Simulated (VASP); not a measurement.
Input of a VASP 6.6.1 run:

File INCAR:

```
SYSTEM = F
PREC = Accurate
ENCUT = 520
EDIFF = 1E-8
ISMEAR = -1
SIGMA = 0.02
LREAL = .False.
LASPH = .True.
NELM = 100
ALGO = Fast
ISIF = 2
LWAVE = .False.
LCHARG = .False.
GGA = PE
LEFG = .True.
NBANDS = 22
```

Contents of KPOINTS:

```
regular mesh
0
Gamma
  9 9 4
  0 0 0
```

File POSCAR:

```
F
1.0
    2.7500000000     -1.6400000000      0.0000000000
    2.7500000000      1.6400000000      0.0000000000
   -1.5347200000      0.0000000000      7.1163900000
F
4
Direct
    0.9680000000      0.6020000000      0.0997000000
    0.3980000000      0.0320000000      0.4003000000
    0.0320000000      0.3980000000      0.9003000000
    0.6020000000      0.9680000000      0.5997000000
```

Potentials or basis: VASP PAW PBE potentials, release 64 (F).

Launch:

```bash
$ cat potpaw_PBE.64/F/POTCAR > POTCAR
$ mpirun -np 1 vasp_std > vasp.out
```

(1) What does it give for the band gap on the k mesh?

(2) Predict the pressure.

(3) Predict the largest force.

Results:

(1) 1.92 eV.

(2) -4.0 GPa.

(3) 1.665 eV/Å.

Caveat: the cell stands under tension; without QUAD_EFG the Cq values of the log hold for a quadrupole moment of 1 mb, not for the nuclei; an odd mesh through Γ misses points on the zone boundary, where band edges can lie; forces of over 1 eV/Å act on the atoms, so gaps and moduli don't describe the material at rest.
